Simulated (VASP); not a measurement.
# Al3Cu2 (P-3m1) in VASP: further runs

Runs on Al3Cu2. Level: PBEsol. Tasks: single point.

Program: VASP 6.6.1. These are calculated values, not measurements. Logs are shortened: lines on timing, memory, paths and dates and some standing lists are left out, and cuts for length are marked.

## 1. The cell of the first run

The structure is trigonal, space group P-3m1 (No. 164). The conventional cell has a = 4.222 Å, b = 4.222 Å, c = 5.132 Å, α = 90.00°, β = 90.00°, γ = 120.00°. Within 3.4 Å of Al (site symmetry -3m) lie 6 Cu at 2.57 Å and 6 Al at 3.03 Å. Within 3.3 Å of Al (site symmetry 3m) lie 5 Cu at 2.52 to 2.63 Å and 6 Al at 2.88 to 3.03 Å. Within 3.3 Å of Cu (site symmetry 3m) lie 8 Al at 2.52 to 2.63 Å and 3 Cu at 2.93 Å.

## 2. Single point, PBEsol (equal strain along all axes, cell held: +3.0 %, then relaxed in part)

The input, INCAR:

```
  PREC = Accurate
  ENCUT = 520
  EDIFF = 1E-6
  ISMEAR = 0
  SIGMA = 0.1
  LREAL = False
  LASPH = True
  NELM = 100
  ALGO = Fast
  ISIF = 2
  LWAVE = False
  LCHARG = True
  GGA = PS
  LELF = True
  LVHAR = True
  NBANDS = 24
```

The input, KPOINTS:

```
regular mesh
0
Gamma
  12 12 8
```

The input, POSCAR:

```
Al3Cu2
1.0
    4.2215431695      0.0000000000      0.0000000000
   -2.1107715847      3.6559636279      0.0000000000
    0.0000000000      0.0000000000      5.1315638677
Al Cu
3 2
Direct
    0.0000000000      0.0000000000      0.0000000000
    0.3333333333      0.6666666667      0.3502859639
    0.6666666667      0.3333333333      0.6497140361
    0.3333333333      0.6666666667      0.8415153677
    0.6666666667      0.3333333333      0.1584846323
```

Potentials or basis: VASP PAW PBE potentials, release 64 (Al, Cu).

On the command line:

```
$ cat potpaw_PBE.64/Al/POTCAR potpaw_PBE.64/Cu/POTCAR > POTCAR
$ mpirun -np 1 vasp_std > vasp.out
```

OUTCAR:

```text
PREC = Accurate
   ENCUT = 520
   EDIFF = 1E-6
   ISMEAR = 0
   LREAL = False
   LASPH = True
   NELM = 100
   ISIF = 2
   GGA = PS

 ion  position               nearest neighbor table
   1  0.000  0.000  0.000-   4 2.57   5 2.57   4 2.57   5 2.57   5 2.57   4 2.57   2 3.03   3 3.03
                             2 3.03   3 3.03   2 3.03   3 3.03
   2  0.333  0.667  0.350-   4 2.52   4 2.61   5 2.63   5 2.63   5 2.63   3 2.88   3 2.88   3 2.88
                             1 3.03   1 3.03   1 3.03
   3  0.667  0.333  0.650-   5 2.52   5 2.61   4 2.63   4 2.63   4 2.63   2 2.88   2 2.88   2 2.88
                             1 3.03   1 3.03   1 3.03
   4  0.333  0.667  0.842-   2 2.52   1 2.57   1 2.57   1 2.57   2 2.61   3 2.63   3 2.63   3 2.63

   5  0.667  0.333  0.158-   3 2.52   1 2.57   1 2.57   1 2.57   3 2.61   2 2.63   2 2.63   2 2.63

  LATTYP: Found a hexagonal cell.
 ALAT       =     4.2215431695
 C/A-ratio  =     1.2155658871

  Lattice vectors:

 A1 = (   4.2215431695,   0.0000000000,   0.0000000000)
 A2 = (  -2.1107715847,   3.6559636279,   0.0000000000)
 A3 = (   0.0000000000,   0.0000000000,   5.1315638677)

Analysis of symmetry for initial positions (statically):
=====================================================================
 Subroutine PRICEL returns:
 Original cell was already a primitive cell.

 Routine SETGRP: Setting up the symmetry group for a
 hexagonal supercell.

 Subroutine GETGRP returns: Found 12 space group operations
 (whereof 12 operations were pure point group operations)
 out of a pool of 24 trial point group operations.

The static configuration has the point symmetry D_3d.

Analysis of symmetry for dynamics (positions and initial velocities):
=====================================================================
 Subroutine PRICEL returns:
 Original cell was already a primitive cell.

 Routine SETGRP: Setting up the symmetry group for a
 hexagonal supercell.

 Subroutine GETGRP returns: Found 12 space group operations
 (whereof 12 operations were pure point group operations)
 out of a pool of 24 trial point group operations.

The dynamic configuration has the point symmetry D_3d.

 Subroutine INISYM returns: Found 12 space group operations
 (whereof 12 operations are pure point group operations),
 and found     1 'primitive' translations

----------------------------------------------------------------------------------------

                                     Primitive cell
[... 99 lines left out ...]
   EDIFFG = 0.1E-04   stopping-criterion for IOM
   NSW    =      0    number of steps for IOM
   IBRION =     -1    ionic relax: 0-MD 1-quasi-New 2-CG
   NFREE  =      0    steps in history (QN), initial steepest desc. (CG)
   ISIF   =      2    stress and relaxation
   ISYM   =      2    0-nonsym 1-usesym 2-fastsym
   POTIM  = 0.5000    time-step for ionic-motion
   TEBEG  =    0.0;   TEEND  =   0.0 temperature during run
   PSTRESS=    0.0 pullay stress
   NELECT =      31.0000    total number of electrons
   NUPDOWN=      -1.0000    fix difference up-down
   EMIN   =  10.00;   EMAX   =-10.00  energy-range for DOS
   EFERMI =   0.00;   METHOD = LEGACY
   ISMEAR =     0;   SIGMA  =   0.10  broadening in eV -4-tet -1-fermi 0-gaus
   EFERMI_NEDOS =   21; number of points for ismear=-14 and -15
   IALGO  =     68    algorithm
   IMIX   =      4    mixing-type and parameters
     AMIX     =   0.40;   BMIX     =  1.00
     AMIX_MAG =   1.60;   BMIX_MAG =  1.00
  volume/ion in A,a.u.               =      15.84       106.89
  Fermi-wavevector in a.u.,A,eV,Ry     =   1.197534  2.263011 19.511941  1.434087
  Thomas-Fermi vector in A             =   2.333446
   LORBIT       =      0    0 simple, 1 ext, 2 COOP (PROOUT), +10 PAW based schemes
   GGA     = PS    functional components
   LHFCALC =     F    Hartree Fock is set to
   AEXX    =    0.0000 exact exchange contribution
   IVDW    =     0    specifies the selected vdW correction
   LEPSILON=     F    determine dielectric tensor
   LRPA    =     F    only Hartree local field effects (RPA)
 non-spin polarized calculation
 RMM-DIIS sequential band-by-band and
 Gauss-broadening in eV      SIGMA  =   0.10
  energy-cutoff  :      520.00
  volume of cell :       79.20
 maximum number of plane-waves:      2157
   NGX = 15   NGY = 15   NGZ = 19

 number of electron      31.0000008 magnetization

 Free energy of the ion-electron system (eV)
  ---------------------------------------------------
  ext. energy  EPLUGINS =         0.00000000
  ---------------------------------------------------
  free energy    TOTEN  =       -21.54967596 eV

  energy without entropy =      -21.54040594  energy(sigma->0) =      -21.54504095

 E-fermi :   7.2860     XC(G=0): -10.6836

 val. band max:        7.2858969485   @ k =  -0.0833   0.4167   0.2500
 cond. band min:       7.2872889277   @ k =   0.1667   0.1667   0.2500
 fundamental gap:      0.0013919792
 Fermi energy:         7.2859978711

 k-point     1 :       0.0000    0.0000    0.0000
  band No.  band energies     occupation
      1      -3.3005      2.00000
      2       1.3403      2.00000
      3       1.7898      2.00000
      4       2.4076      2.00000
      5       2.4076      2.00000
      6       2.7470      2.00000
[... 637 lines left out ...]
     23      12.4719      0.00000
     24      12.9310      0.00000

 [... further k-points ...]

------------------------ aborting loop because EDIFF is reached ----------------------------------------

  FORCE on cell =-STRESS in cart. coord.  units (eV):
  Direction    XX          YY          ZZ          XY          YZ          ZX
  --------------------------------------------------------------------------------------
  -------------------------------------------------------------------------------------
  Total       -4.1243719     -4.1243719     -4.1755272     -0.0000000      0.0000000      0.0000000
  in kB      -83.4344797    -83.4344797    -84.4693330     -0.0000000      0.0000000      0.0000000
  external PRESSURE =     -83.7794308 kB  Pullay stress =       0.0000000 kB

 VOLUME and BASIS-vectors are now :
 -----------------------------------------------------------------------------
  energy-cutoff  :      520.00
  volume of cell :       79.20
      direct lattice vectors                 reciprocal lattice vectors
     4.221543170  0.000000000  0.000000000     0.236880202  0.136762849  0.000000000
    -2.110771585  3.655963628  0.000000000     0.000000000  0.273525697  0.000000000
     0.000000000  0.000000000  5.131563868     0.000000000  0.000000000  0.194872368

 POSITION                                       TOTAL-FORCE (eV/Angst)
 -----------------------------------------------------------------------------------
      0.00000      0.00000      0.00000        -0.000000      0.000000      0.000000
     -0.00000      2.43731      1.79751        -0.000000      0.000000      0.000162
      2.11077      1.21865      3.33405        -0.000000      0.000000     -0.000162
     -0.00000      2.43731      4.31829        -0.000000     -0.000000     -0.004515
      2.11077      1.21865      0.81327         0.000000      0.000000      0.004515
 -----------------------------------------------------------------------------------
    total drift:                               -0.000000      0.000000     -0.000000

  FREE ENERGIE OF THE ION-ELECTRON SYSTEM (eV)
  ---------------------------------------------------
  free  energy   TOTEN  =       -21.5496759634 eV

  energy  without entropy=      -21.5404059438  energy(sigma->0) =      -21.54504095
```

stdout:

```text
POSCAR found type information on POSCAR AlCu
 POSCAR found :  2 types and       5 ions
 scaLAPACK will be used
 -----------------------------------------------------------------------------
|                                                                             |
|                                                                             |
|     You enforced a specific xc type in the INCAR file but a different       |
|     I HOPE YOU KNOW WHAT YOU ARE DOING!                                     |
|                                                                             |
 -----------------------------------------------------------------------------

 LDA part: xc-table for (Slater+PW92), standard interpolation
 POSCAR, INCAR and KPOINTS ok, starting setup
 FFT: planning ... GRIDC
 FFT: planning ... GRID_SOFT
 FFT: planning ... GRID
 WAVECAR not read
 entering main loop
```

Run time: 2.4 min. Hardware: 1 thread of AMD EPYC 9R45 (Zen 5), shared host; peak memory 0.31 GiB.

Results:

```
Free energy            : -21.5497 eV
Pressure               : -8.4 GPa
Largest force          : 0.005 eV/Å
Band gap on the k mesh : zero (an odd number of electrons rules out a gap without spin polarisation)
```

Forces in eV/Å, atoms in the order of the input:
```
Al   0.000  0.000  0.000
Al   0.000  0.000  0.000
Al   0.000  0.000  0.000
Cu   0.000  0.000 -0.005
Cu   0.000  0.000  0.005
```

Caveat: the cell differs from its parent crystal (equal strain along all axes, cell held: +3.0 %, then relaxed in part); the cell stands under tension; the PAW data sets were made with another functional, which shifts forces and pressure a little.

## 3. Single point, PBEsol

This run uses another cell than the first one, of 14.50 Å³/atom.

The input, INCAR:

```
  ALGO = Fast
  EDIFF = 1E-6
  ENCUT = 520
  GGA = PS
  ISIF = 2
  ISMEAR = 0
  LASPH = True
  LCHARG = False
  LREAL = False
  LWAVE = False
  NBANDS = 24
  NELM = 60
  PREC = Accurate
  SIGMA = 0.15
```

The input, KPOINTS:

```
k-points
0
Gamma
  18 18 12
```

The input, POSCAR:

```
Al3Cu2
1.0
    4.0985856014      0.0000000000      0.0000000000
   -2.0492928007      3.5494792504      0.0000000000
    0.0000000000      0.0000000000      4.9821008425
Al Cu
3 2
Direct
    0.0000000000      0.0000000000      0.0000000000
    0.3333333333      0.6666666667      0.3515059809
    0.6666666667      0.3333333333      0.6484940191
    0.3333333333      0.6666666667      0.8422899817
    0.6666666667      0.3333333333      0.1577100183
```

Potentials or basis: VASP PAW PBE potentials, release 64 (Al, Cu).

On the command line:

```
$ cat potpaw_PBE.64/Al/POTCAR potpaw_PBE.64/Cu/POTCAR > POTCAR
$ mpirun -np 1 vasp_std > vasp.out
```

OUTCAR:

```text
EDIFF = 1E-6
   ENCUT = 520
   GGA = PS
   ISIF = 2
   ISMEAR = 0
   LASPH = True
   LREAL = False
   NELM = 60
   PREC = Accurate

 ion  position               nearest neighbor table
   1  0.000  0.000  0.000-   4 2.49   5 2.49   5 2.49   4 2.49   5 2.49   4 2.49   2 2.94   3 2.94
                             2 2.94   3 2.94   3 2.94   2 2.94
   2  0.333  0.667  0.352-   4 2.45   4 2.54   5 2.56   5 2.56   5 2.56   3 2.79   3 2.79   3 2.79
                             1 2.94   1 2.94   1 2.94
   3  0.667  0.333  0.648-   5 2.45   5 2.54   4 2.56   4 2.56   4 2.56   2 2.79   2 2.79   2 2.79
                             1 2.94   1 2.94   1 2.94
   4  0.333  0.667  0.842-   2 2.45   1 2.49   1 2.49   1 2.49   2 2.54   3 2.56   3 2.56   3 2.56

   5  0.667  0.333  0.158-   3 2.45   1 2.49   1 2.49   1 2.49   3 2.54   2 2.56   2 2.56   2 2.56

  LATTYP: Found a hexagonal cell.
 ALAT       =     4.0985856014
 C/A-ratio  =     1.2155658871

  Lattice vectors:

 A1 = (   4.0985856014,   0.0000000000,   0.0000000000)
 A2 = (  -2.0492928007,   3.5494792504,   0.0000000000)
 A3 = (   0.0000000000,   0.0000000000,   4.9821008425)

Analysis of symmetry for initial positions (statically):
=====================================================================
 Subroutine PRICEL returns:
 Original cell was already a primitive cell.

 Routine SETGRP: Setting up the symmetry group for a
 hexagonal supercell.

 Subroutine GETGRP returns: Found 12 space group operations
 (whereof 12 operations were pure point group operations)
 out of a pool of 24 trial point group operations.

The static configuration has the point symmetry D_3d.

Analysis of symmetry for dynamics (positions and initial velocities):
=====================================================================
 Subroutine PRICEL returns:
 Original cell was already a primitive cell.

 Routine SETGRP: Setting up the symmetry group for a
 hexagonal supercell.
[... 125 lines left out ...]
   EFERMI =   0.00;   METHOD = LEGACY
   ISMEAR =     0;   SIGMA  =   0.15  broadening in eV -4-tet -1-fermi 0-gaus
   EFERMI_NEDOS =   21; number of points for ismear=-14 and -15
   IALGO  =     68    algorithm
   IMIX   =      4    mixing-type and parameters
     AMIX     =   0.40;   BMIX     =  1.00
     AMIX_MAG =   1.60;   BMIX_MAG =  1.00
  volume/ion in A,a.u.               =      14.50        97.82
  Fermi-wavevector in a.u.,A,eV,Ry     =   1.233460  2.330901 20.700218  1.521423
  Thomas-Fermi vector in A             =   2.368189
   LORBIT       =      0    0 simple, 1 ext, 2 COOP (PROOUT), +10 PAW based schemes
   GGA     = PS    functional components
   LHFCALC =     F    Hartree Fock is set to
   AEXX    =    0.0000 exact exchange contribution
   IVDW    =     0    specifies the selected vdW correction
   LEPSILON=     F    determine dielectric tensor
   LRPA    =     F    only Hartree local field effects (RPA)
 non-spin polarized calculation
 RMM-DIIS sequential band-by-band and
 Gauss-broadening in eV      SIGMA  =   0.15
  energy-cutoff  :      520.00
  volume of cell :       72.48
 maximum number of plane-waves:      1986
   NGX = 15   NGY = 15   NGZ = 19

 number of electron      30.9999980 magnetization

 Free energy of the ion-electron system (eV)
  ---------------------------------------------------
  ext. energy  EPLUGINS =         0.00000000
  ---------------------------------------------------
  free energy    TOTEN  =       -21.72161947 eV

  energy without entropy =      -21.70753205  energy(sigma->0) =      -21.71457576

 E-fermi :   8.2939     XC(G=0): -11.0671

 val. band max:        8.2930446055   @ k =   0.3333   0.1111   0.2500
 cond. band min:       8.2945256332   @ k =   0.1111   0.1111   0.5000
 fundamental gap:      0.0014810277
 Fermi energy:         8.2938944704

 k-point     1 :       0.0000    0.0000    0.0000
  band No.  band energies     occupation
      1      -2.9632      2.00000
      2       1.8768      2.00000
      3       2.3961      2.00000
      4       2.9369      2.00000
      5       2.9369      2.00000
      6       3.2935      2.00000
[... 637 lines left out ...]
     23      15.0692      0.00000
     24      17.0931      0.00000

 [... further k-points ...]
[... 5 lines left out ...]
  --------------------------------------------------------------------------------------
  -------------------------------------------------------------------------------------
  Total        0.2188985      0.2188985      0.3582867     -0.0000000      0.0000000      0.0000000
  in kB        4.8388508      4.8388508      7.9200887     -0.0000000      0.0000000      0.0000000
  external PRESSURE =       5.8659301 kB  Pullay stress =       0.0000000 kB

 VOLUME and BASIS-vectors are now :
 -----------------------------------------------------------------------------
  energy-cutoff  :      520.00
  volume of cell :       72.48
      direct lattice vectors                 reciprocal lattice vectors
     4.098585601  0.000000000  0.000000000     0.243986608  0.140865734  0.000000000
    -2.049292801  3.549479250  0.000000000     0.000000000  0.281731468  0.000000000
     0.000000000  0.000000000  4.982100843     0.000000000  0.000000000  0.200718539

 POSITION                                       TOTAL-FORCE (eV/Angst)
 -----------------------------------------------------------------------------------
      0.00000      0.00000      0.00000         0.000000      0.000000      0.000000
     -0.00000      2.36632      1.75124         0.000000     -0.000000      0.002911
      2.04929      1.18316      3.23086        -0.000000      0.000000     -0.002911
     -0.00000      2.36632      4.19637         0.000000     -0.000000      0.001107
      2.04929      1.18316      0.78573         0.000000      0.000000     -0.001107
 -----------------------------------------------------------------------------------
    total drift:                                0.000000     -0.000000     -0.000000

  FREE ENERGIE OF THE ION-ELECTRON SYSTEM (eV)
  ---------------------------------------------------
  free  energy   TOTEN  =       -21.7216194692 eV

  energy  without entropy=      -21.7075320526  energy(sigma->0) =      -21.71457576
```

OSZICAR:

```text
N       E                     dE             d eps       ncg     rms          rms(c)
DAV:   1     0.172689818630E+03    0.17269E+03   -0.12280E+04 18992   0.148E+03
DAV:   2    -0.158964243092E+02   -0.18859E+03   -0.17544E+03 18952   0.286E+02
DAV:   3    -0.263345553285E+02   -0.10438E+02   -0.98879E+01 24960   0.901E+01
[... 12 lines left out ...]
RMM:  16    -0.217217053797E+02    0.46395E-03   -0.30843E-03 32279   0.682E-01    0.793E-02
RMM:  17    -0.217216335014E+02    0.71878E-04   -0.85756E-05 22974   0.121E-01    0.313E-02
RMM:  18    -0.217216173130E+02    0.16188E-04   -0.57446E-05 22717   0.788E-02    0.128E-02
RMM:  19    -0.217216191157E+02   -0.18027E-05   -0.14684E-05 22058   0.276E-02    0.130E-02
RMM:  20    -0.217216194692E+02   -0.35344E-06   -0.88152E-07 13520   0.802E-03
   1 F= -.21721619E+02 E0= -.21714576E+02  d E =-.140874E-01
```

stdout:

```text
POSCAR found type information on POSCAR AlCu
 POSCAR found :  2 types and       5 ions
 scaLAPACK will be used
 -----------------------------------------------------------------------------
|                                                                             |
|                                                                             |
|     You enforced a specific xc type in the INCAR file but a different       |
|     I HOPE YOU KNOW WHAT YOU ARE DOING!                                     |
|                                                                             |
 -----------------------------------------------------------------------------

 LDA part: xc-table for (Slater+PW92), standard interpolation
 POSCAR, INCAR and KPOINTS ok, starting setup
 FFT: planning ... GRIDC
 FFT: planning ... GRID_SOFT
 FFT: planning ... GRID
 WAVECAR not read
 entering main loop
```

Run time: 15 min. Hardware: 1 thread of AMD EPYC 7R43 (Zen 3), shared host; peak memory 0.59 GiB.

What came out:

```
Free energy            : -21.7216 eV
Pressure               : 0.6 GPa
Band gap on the k mesh : zero (an odd number of electrons rules out a gap without spin polarisation)
```

Forces on the atoms (eV/Å):
```
Al   0.000  0.000  0.000
Al   0.000  0.000  0.003
Al   0.000  0.000 -0.003
Cu   0.000  0.000  0.001
Cu   0.000  0.000 -0.001
```

Levels at points of the mesh, in eV from the Fermi level:
| k point | band 13 | band 14 | band 15 | band 16 | band 17 | band 18 |
| --- | --- | --- | --- | --- | --- | --- |
| (0.00, 0.00, 0.00) | -3.62 | -0.19 | -0.19 | 1.35 | 1.35 | 2.51 |
| (0.50, 0.00, 0.00) | -3.04 | -2.96 | -2.56 | -0.73 | -0.07 | 0.38 |
| (0.00, 0.00, 0.50) | 1.21 | 1.21 | 1.34 | 1.34 | 1.82 | 2.42 |
| (0.50, 0.00, 0.50) | -4.11 | -3.51 | -1.75 | -0.16 | 0.75 | 0.95 |

Caveat: the PAW data sets were made with another functional, which shifts forces and pressure a little.

(Part 1 of 2 ends here.)
